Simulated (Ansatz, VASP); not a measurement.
# Al2O3: VASP beside Ansatz

```
Al O
1.0
     2.47202    1.42722    4.25912
    -2.47202    1.42722    4.25912
     0.00000   -2.85444    4.25912
Al O
4 6
Direct
  0.85204 0.85204 0.85204
  0.64796 0.64796 0.64796
  0.14796 0.14796 0.14796
  0.35204 0.35204 0.35204
  0.05586 0.44414 0.75000
  0.75000 0.05586 0.44414
  0.44414 0.75000 0.05586
  0.94414 0.55586 0.25000
  0.25000 0.94414 0.55586
  0.55586 0.25000 0.94414
```

Alike in both runs: task single point; functional PBEsol; k mesh 6 × 6 × 6; occupations gaussian, width 0.05 eV; no spin polarisation.

|  | VASP | Ansatz |
| --- | --- | --- |
| version | VASP 6.6.1 | Ansatz 0.2.0 |
| potentials or method | VASP PAW PBE potentials, release 64 (Al, O), cutoff 520 eV | scalar-relativistic, plane waves, PAW |
| valence electrons in the cell | 48 | 48 |

VASP gave:

- gap on the k mesh at the Fermi level (eV): 4.99
- least direct gap on the mesh (eV): 4.99
- pressure (GPa): -11.7
- traceless stress, the component that is largest in VASP (GPa): 13.47
- rms of the force components (eV/Å): 0.160

**Question.** Estimate Ansatz's values.

**Answer.** gap on the k mesh at the Fermi level (eV): 4.99; least direct gap on the mesh (eV): 4.99; pressure (GPa): -11.7; traceless stress, the component that is largest in VASP (GPa): 13.47; rms of the force components (eV/Å): 0.157.

VASP's potentials were made for PBE, not for PBEsol, and Ansatz warns of the same on its side. Atom by atom the forces differ by 0.004 eV/Å (rms over components).
